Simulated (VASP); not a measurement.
A run of VASP 6.6.1 is set up as follows.

Contents of INCAR:

```
SYSTEM = Yb
  PREC = Accurate
  ENCUT = 520
  EDIFF = 1E-7
  ISMEAR = -1
  SIGMA = 0.1
  LREAL = .FALSE.
  LASPH = .TRUE.
  NELM = 80
  ALGO = Normal
  ISIF = 2
  LWAVE = .FALSE.
  LCHARG = .TRUE.
  GGA = CA
  LELF = .TRUE.
  LVHAR = .TRUE.
  NBANDS = 18
```

The input KPOINTS:

```
regular mesh
0
G
  16 16 16
  0 0 0
```

File POSCAR:

```
Yb
1.0
    3.1292227350      0.0000000000      0.0000000000
    0.0000000000      3.1292227350      0.0000000000
    0.0000000000      0.0000000000      3.1292227350
Yb
1
Direct
    0.0000000000      0.0000000000      0.0000000000
```

Potentials or basis: VASP PAW PBE potentials, release 64 (Yb).

Launch:

```console
$ cat potpaw_PBE.64/Yb/POTCAR > POTCAR
$ mpirun -np 1 vasp_std > vasp.out
```

**Question.** Estimate the pressure.

**Answer.** -0.1 GPa.

**Question.** What does it give for the band gap on the k mesh?

**Answer.** Zero (bands 12 and 13 overlap by 0.38 eV).

Caveat: the PAW data sets were made with another functional, which shifts forces and pressure a little; spin-orbit coupling is left out, which moves the levels of the heavy elements. Spin polarisation is off, so any magnetic state and its effect on volume and gap are missing.
